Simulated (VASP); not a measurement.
Runs of VASP 6.6.1 on MnS. Symmetry: Fm-3m, No. 225, cubic system. The conventional cell has a = 5.209 Å, b = 5.209 Å, c = 5.209 Å, α = 90.00°, β = 90.00°, γ = 90.00°. Mn (site symmetry m-3m) has 6 S at 2.60 Å within 3.4 Å. S (site symmetry m-3m) has 6 Mn at 2.60 Å within 3.4 Å. 

```csv
level,U,gap on the mesh (eV),pressure (GPa),moment (μB)
r2SCAN,-,none,(a),4.96
r2SCAN+U,Mn d U = 2.0 eV,0.65,2.5,5.00
r2SCAN+U,Mn d U = 6.0 eV,1.76,(b),5.00
r2SCAN+U,Mn d U = 4.0 eV,1.38,4.1,5.00
```

Alike in all rows: task single point; potentials or basis VASP PAW PBE potentials, release 64 (Mn_pv, S); spin collinear, ferromagnetic start; cell as given; k mesh 8 × 8 × 8; cutoff (eV) 520; smearing fermi-dirac 0.1 eV.

Q: Fill in the values left out.

A: (a) 0.2; (b) 5.4.

Caveats: the PAW data sets were made with another functional, which shifts forces and pressure a little; a cell with one magnetic atom can't hold antiferromagnetic order, which such compounds often take; the cell stands under pressure (at least some runs); semilocal functionals often make such compounds metallic where correlation or magnetic order opens a gap, which also shifts bond lengths (at least some runs).

A k mesh can miss the band edges.

A gap of «none» marks levels without a gap at the run's occupations.
